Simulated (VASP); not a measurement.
A run of VASP 6.6.1 is set up as follows.

Contents of INCAR:

```
ALGO = Normal ; EDIFF = 1E-7
ENCUT = 520 ; GGA = PE
ISIF = 2 ; ISMEAR = -1
KPAR = 4 ; LASPH = True
LCHARG = False ; LREAL = Auto
LWAVE = False ; NBANDS = 104
NELM = 60 ; PREC = Accurate
SIGMA = 0.02
```

KPOINTS

```
k-points
0
Gamma
  3 6 2
```

Contents of POSCAR:

```
CsSnI3
1.0
   10.3495000000      0.0000000000      0.0000000000
    0.0000000000      4.7632000000      0.0000000000
    0.0000000000      0.0000000000     17.6840000000
Cs Sn I
4 4 12
Direct
    0.9143691478      0.7500000000      0.6705021554
    0.5856308522      0.2500000000      0.1705021554
    0.4143691478      0.7500000000      0.8294978446
    0.0856308522      0.2500000000      0.3294978446
    0.3414630500      0.2500000000      0.5610351775
    0.1585369500      0.7500000000      0.0610351775
    0.8414630500      0.2500000000      0.9389648225
    0.6585369500      0.7500000000      0.4389648225
    0.5318278594      0.7500000000      0.6150700272
    0.9681721406      0.2500000000      0.1150700272
    0.0318278594      0.7500000000      0.8849299728
    0.4681721406      0.2500000000      0.3849299728
    0.1632239458      0.7500000000      0.5003095459
    0.3367760542      0.2500000000      0.0003095459
    0.6632239458      0.7500000000      0.9996904541
    0.8367760542      0.2500000000      0.4996904541
    0.2017927526      0.2500000000      0.7111227160
    0.2982072474      0.7500000000      0.2111227160
    0.7017927526      0.2500000000      0.7888772840
    0.7982072474      0.7500000000      0.2888772840
```

Potentials or basis: VASP PAW PBE potentials, release 64 (Cs_sv, Sn_d, I).

Launch:

```console
$ cat potpaw_PBE.64/Cs_sv/POTCAR potpaw_PBE.64/Sn_d/POTCAR potpaw_PBE.64/I/POTCAR > POTCAR
$ mpirun -np 4 vasp_std > vasp.out
```

(1) What does it give for the largest force?

(2) Estimate the band gap on the k mesh.

Answers

(1) 0.010 eV/Å.

(2) 2.03 eV (least direct gap 2.09 eV).

Caveat: spin-orbit coupling is left out, which moves the levels of the heavy elements.
